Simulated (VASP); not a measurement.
# SiO2 (Fddd) in VASP: notebook, part 3 of 3

VASP 6.6.1.

## (5) Single point, LDA

This run uses another cell than the first one, of 10.99 Å³/atom.

Contents of INCAR:

```
SYSTEM = SiO2
ALGO     = Normal         ! electronic algorithm
EDIFF    = 1E-6           ! SCF threshold, eV
ENCUT    = 520            ! plane-wave cutoff, eV
ISIF     = 2              ! what is computed and relaxed
ISMEAR   = 0              ! smearing method
LASPH    = .True.         ! aspherical terms in the spheres
LCHARG   = .False.        ! write CHGCAR
LREAL    = .False.        ! projectors in reciprocal space
LWAVE    = .False.        ! write WAVECAR
NBANDS   = 44             ! bands
NELM     = 80             ! most SCF steps
PREC     = Accurate       ! precision mode
SIGMA    = 0.02           ! smearing width, eV
```

Contents of KPOINTS:

```
k-points
0
Gamma
  6 6 6
  0 0 0
```

Contents of POSCAR:

```
SiO2
1.0
    0.0000000000      4.3141320022      7.4643469961
    2.0479118105      0.0000000000      7.4643469961
    2.0479118105      4.3141320022      0.0000000000
Si O
4 8
Direct
    0.5607752244      0.5607752244      0.9392247756
    0.3107752244      0.3107752244      0.6892247756
    0.6892247756      0.6892247756      0.3107752244
    0.9392247756      0.9392247756      0.5607752244
    0.6250000000      0.1250000000      0.6250000000
    0.6250000000      0.6250000000      0.1250000000
    0.6250000000      0.6250000000      0.6250000000
    0.1250000000      0.6250000000      0.6250000000
    0.1584414389      0.8415585611      0.1584414389
    0.8415585611      0.1584414389      0.8415585611
    0.4084414389      0.0915585611      0.4084414389
    0.0915585611      0.4084414389      0.0915585611
```

Potentials or basis: VASP PAW LDA potentials, release 64 (Si, O).

The run is started by

```bash
$ cat potpaw_LDA.64/Si/POTCAR potpaw_LDA.64/O/POTCAR > POTCAR
$ mpirun -np 1 vasp_std > vasp.out
```

OUTCAR:

```text
SYSTEM = SiO2
   EDIFF = 1E-6
   ENCUT = 520
   ISIF = 2
   ISMEAR = 0
   LASPH = .True.
   LREAL = .False.
   NELM = 80
   PREC = Accurate

 ion  position               nearest neighbor table
   1  0.561  0.561  0.939-   6 1.53   7 1.53   9 1.58  10 1.58   4 2.74   4 2.74   3 3.06   3 3.06

   2  0.311  0.311  0.689-   5 1.53   8 1.53  11 1.58  12 1.58   3 2.74   3 2.74   4 3.06   4 3.06

   3  0.689  0.689  0.311-   6 1.53   7 1.53  11 1.58  12 1.58   2 2.74   2 2.74   1 3.06   1 3.06

   4  0.939  0.939  0.561-   5 1.53   8 1.53   9 1.58  10 1.58   1 2.74   1 2.74   2 3.06   2 3.06

   5  0.625  0.125  0.625-   2 1.53   4 1.53
   6  0.625  0.625  0.125-   1 1.53   3 1.53
   7  0.625  0.625  0.625-   1 1.53   3 1.53
   8  0.125  0.625  0.625-   2 1.53   4 1.53
   9  0.158  0.842  0.158-   1 1.58   4 1.58
  10  0.842  0.158  0.842-   1 1.58   4 1.58
  11  0.408  0.092  0.408-   2 1.58   3 1.58
  12  0.092  0.408  0.092-   2 1.58   3 1.58

  LATTYP: Found a face centered orthorhombic cell.
 ALAT       =     4.0958236210
 B/A-ratio  =     2.1066004796
 C/A-ratio  =     3.6448576339

  Lattice vectors:

 A1 = (   0.0000000000,   4.3141320022,   7.4643469961)
 A2 = (   2.0479118105,   0.0000000000,   7.4643469961)
 A3 = (   2.0479118105,   4.3141320022,   0.0000000000)

Analysis of symmetry for initial positions (statically):
=====================================================================
 Subroutine PRICEL returns:
 Original cell was already a primitive cell.

 Routine SETGRP: Setting up the symmetry group for a
 face centered orthorhombic supercell.

 Subroutine GETGRP returns: Found  8 space group operations
 (whereof  4 operations were pure point group operations)
 out of a pool of  8 trial point group operations.

The static configuration has the point symmetry D_2 .
 The point group associated with its full space group is D_2h.

Analysis of symmetry for dynamics (positions and initial velocities):
[... 163 lines left out ...]
 non-spin polarized calculation
 Gauss-broadening in eV      SIGMA  =   0.02
  energy-cutoff  :      520.00
  volume of cell :      131.89
 maximum number of plane-waves:      3572
   NGX = 33   NGY = 29   NGZ = 17

 number of electron      64.0000002 magnetization

 Free energy of the ion-electron system (eV)
  ---------------------------------------------------
  ext. energy  EPLUGINS =         0.00000000
  ---------------------------------------------------
  free energy    TOTEN  =      -100.90908239 eV

  energy without entropy =     -100.90908239  energy(sigma->0) =     -100.90908239

 E-fermi :   2.5555     XC(G=0): -10.4156

 val. band max:        2.4133466725   @ k =   0.0000   0.0000   0.0000
 cond. band min:       7.8130681811   @ k =   0.0000   0.0000   0.0000
 fundamental gap:      5.3997215087
 Fermi energy:         2.5555149154

 k-point     1 :       0.0000    0.0000    0.0000
  band No.  band energies     occupation
      1     -17.9515      2.00000
      2     -16.9380      2.00000
      3     -16.7737      2.00000
      4     -15.4261      2.00000
      5     -15.3830      2.00000
      6     -15.2477      2.00000
[... 1117 lines left out ...]
     43      14.9489      0.00000
     44      15.3636      0.00000

 [... further k-points ...]

------------------------ aborting loop because EDIFF is reached ----------------------------------------

  FORCE on cell =-STRESS in cart. coord.  units (eV):
  Direction    XX          YY          ZZ          XY          YZ          ZX
  --------------------------------------------------------------------------------------
  -------------------------------------------------------------------------------------
  Total       25.4837464     25.3688835     25.6749194      0.0000000      0.0000000      0.0000000
  in kB      309.5617981    308.1665099    311.8840573      0.0000000      0.0000000      0.0000000
  external PRESSURE =     309.8707884 kB  Pullay stress =       0.0000000 kB

 VOLUME and BASIS-vectors are now :
 -----------------------------------------------------------------------------
  energy-cutoff  :      520.00
  volume of cell :      131.89
      direct lattice vectors                 reciprocal lattice vectors
     0.000000000  4.314132002  7.464346996    -0.244151138  0.115898169  0.066985096
     2.047911811  0.000000000  7.464346996     0.244151138 -0.115898169  0.066985096
     2.047911811  4.314132002  0.000000000     0.244151138  0.115898169 -0.066985096

 POSITION                                       TOTAL-FORCE (eV/Angst)
 -----------------------------------------------------------------------------------
      3.07187      6.47120      8.37164        -0.000000     -0.000000      0.073602
      2.04791      4.31413      4.63947         0.000000     -0.000000      0.073602
      2.04791      4.31413     10.28923         0.000000     -0.000000     -0.073602
      3.07187      6.47120     14.02140        -0.000000     -0.000000     -0.073602
      1.53593      5.39267      5.59826         0.000000     -0.000000      0.000000
      1.53593      3.23560      9.33043        -0.000000     -0.000000      0.000000
      2.55989      5.39267      9.33043        -0.000000     -0.000000      0.000000
      2.55989      3.23560      5.59826        -0.000000     -0.000000      0.000000
      2.04791      1.36707      7.46435         0.000000     -0.071946      0.000000
      2.04791      7.26119      7.46435         0.000000      0.071946      0.000000
      1.02396      3.52414      3.73217         0.000000     -0.071946      0.000000
      1.02396      0.78999      3.73217         0.000000      0.071946      0.000000
 -----------------------------------------------------------------------------------
    total drift:                                0.000000     -0.000000     -0.000000

  FREE ENERGIE OF THE ION-ELECTRON SYSTEM (eV)
  ---------------------------------------------------
  free  energy   TOTEN  =      -100.9090823930 eV

  energy  without entropy=     -100.9090823930  energy(sigma->0) =     -100.90908239
```

stdout:

```text
POSCAR found type information on POSCAR SiO
 POSCAR found :  2 types and      12 ions
 scaLAPACK will be used
 LDA part: xc-table for (Slater(with rela. corr.)+CA(PZ))
 , standard interpolation
 POSCAR, INCAR and KPOINTS ok, starting setup
 FFT: planning ... GRIDC
 FFT: planning ... GRID_SOFT
 FFT: planning ... GRID
 WAVECAR not read
 entering main loop
```

Run time: 15 min. Hardware: 1 thread of Oxide Virtual Turin-like, shared host; peak memory 0.35 GiB.

Results:

```yaml
Free_energy: -100.9091 eV
Pressure: 31.0 GPa
Largest_force: 0.074 eV/Å
Band_gap_on_the_k_mesh: 5.40 eV
```

Forces on the atoms (eV/Å):
```
Si   0.000  0.000  0.074
Si   0.000  0.000  0.074
Si   0.000  0.000 -0.074
Si   0.000  0.000 -0.074
O    0.000  0.000  0.000
O    0.000  0.000  0.000
O    0.000  0.000  0.000
O    0.000  0.000  0.000
O    0.000 -0.072  0.000
O    0.000  0.072  0.000
O    0.000 -0.072  0.000
O    0.000  0.072  0.000
```

Stress tensor (GPa, compression positive):
```
30.96  0.00  0.00
 0.00 30.82  0.00
 0.00  0.00 31.19
```

Caveat: the cell stands under pressure. A k mesh can miss the band edges.

## (6) Single point, LDA

This run uses another cell than the first one, of 12.12 Å³/atom.

Contents of INCAR:

```
SYSTEM = SiO2
PREC = Accurate ; ENCUT = 520
EDIFF = 1E-6 ; ISMEAR = 0
SIGMA = 0.02 ; LREAL = .FALSE.
LASPH = .TRUE. ; NELM = 80
ALGO = Normal ; ISIF = 2
LWAVE = .FALSE. ; LCHARG = .FALSE.
GGA = CA ; NBANDS = 44
```

Contents of KPOINTS:

```
Automatic mesh
0
G
  6 6 6
  0 0 0
```

Contents of POSCAR:

```
SiO2
1.0
    0.0000000000      4.4874559914      7.2143969520
    2.2455515876      0.0000000000      7.2143969520
    2.2455515876      4.4874559914      0.0000000000
Si O
4 8
Direct
    0.5611515299      0.5611515299      0.9388484701
    0.3111515299      0.3111515299      0.6888484701
    0.6888484701      0.6888484701      0.3111515299
    0.9388484701      0.9388484701      0.5611515299
    0.6250000000      0.1250000000      0.6250000000
    0.6250000000      0.6250000000      0.1250000000
    0.6250000000      0.6250000000      0.6250000000
    0.1250000000      0.6250000000      0.6250000000
    0.1715608210      0.8284391790      0.1715608210
    0.8284391790      0.1715608210      0.8284391790
    0.4215608210      0.0784391790      0.4215608210
    0.0784391790      0.4215608210      0.0784391790
```

Potentials or basis: VASP PAW LDA potentials, release 64 (Si, O).

The run is started by

```bash
$ cat potpaw_LDA.64/Si/POTCAR potpaw_LDA.64/O/POTCAR > POTCAR
$ mpirun -np 1 vasp_std > vasp.out
```

Run time: 13 min. Hardware: 1 thread of Oxide Virtual Turin-like, shared host; peak memory 0.37 GiB.

Results (log left out):

```yaml
Free_energy: -102.8825 eV
Pressure: 15.8 GPa
Largest_force: 0.051 eV/Å
Band_gap_on_the_k_mesh: 5.76 eV
```

Forces on the atoms (eV/Å):
```
Si   0.000  0.000  0.050
Si   0.000  0.000  0.050
Si   0.000  0.000 -0.050
Si   0.000  0.000 -0.050
O    0.000  0.000  0.000
O    0.000  0.000  0.000
O    0.000  0.000  0.000
O    0.000  0.000  0.000
O    0.000 -0.051  0.000
O    0.000  0.051  0.000
O    0.000 -0.051  0.000
O    0.000  0.051  0.000
```

Stress tensor (GPa, compression positive):
```
15.91  0.00  0.00
 0.00 15.63  0.00
 0.00  0.00 15.89
```

Levels at points of the mesh, in eV from the valence-band top:
| k point | band 28 | band 29 | band 30 | band 31 | band 32 | band 33 | band 34 | band 35 | band 36 | band 37 |
| --- | --- | --- | --- | --- | --- | --- | --- | --- | --- | --- |
| (0.00, 0.00, 0.00) | -1.17 | -0.62 | -0.48 | -0.15 | 0.00 | 5.76 | 8.13 | 8.56 | 8.58 | 8.90 |
| (0.50, 0.00, 0.00) | -0.89 | -0.76 | -0.67 | -0.41 | -0.26 | 8.28 | 8.91 | 9.57 | 9.88 | 9.98 |
| (0.50, 0.50, 0.00) | -0.98 | -0.86 | -0.86 | -0.13 | -0.13 | 6.96 | 6.96 | 8.79 | 8.79 | 9.54 |
| (0.50, 0.00, 0.50) | -1.47 | -1.20 | -1.20 | -0.48 | -0.48 | 7.78 | 7.78 | 9.34 | 9.34 | 9.90 |
| (0.00, 0.50, 0.50) | -1.51 | -1.13 | -1.13 | -0.32 | -0.32 | 8.32 | 8.32 | 8.82 | 8.82 | 9.89 |

Caveat: the cell stands under pressure. A k mesh can miss the band edges.

## (7) Overview

```tsv
cell	gap on the mesh (eV)	pressure (GPa)	largest force (eV/Å)
a = 8.471, b = 7.546, c = 4.971 Å, angles 82.4, 62.0, 35.6°, 12 atoms, atomic positions A	5.72	19.0	0.05
a = 8.512, b = 7.561, c = 5.051 Å, angles 82.3, 61.7, 36.0°, 12 atoms, atomic positions B	5.77	13.7	0.05
a = 8.575, b = 7.603, c = 5.123 Å, angles 82.2, 61.5, 36.3°, 12 atoms, atomic positions C	5.77	8.9	0.04
a = 8.621, b = 7.740, c = 4.776 Å, angles 83.5, 63.1, 33.4°, 12 atoms, atomic positions D	5.40	31.0	0.07
a = 8.496, b = 7.556, c = 5.018 Å, angles 82.4, 61.8, 35.8°, 12 atoms, atomic positions E	5.76	15.8	0.05
```

Alike in all rows: task single point; level LDA; potentials or basis VASP PAW LDA potentials, release 64 (Si, O); no spin polarisation; k mesh 6 × 6 × 6; cutoff (eV) 520; smearing gaussian 0.02 eV.

Caveats: the cell stands under pressure.

Absolute energies hang on the potentials; compare differences alone.
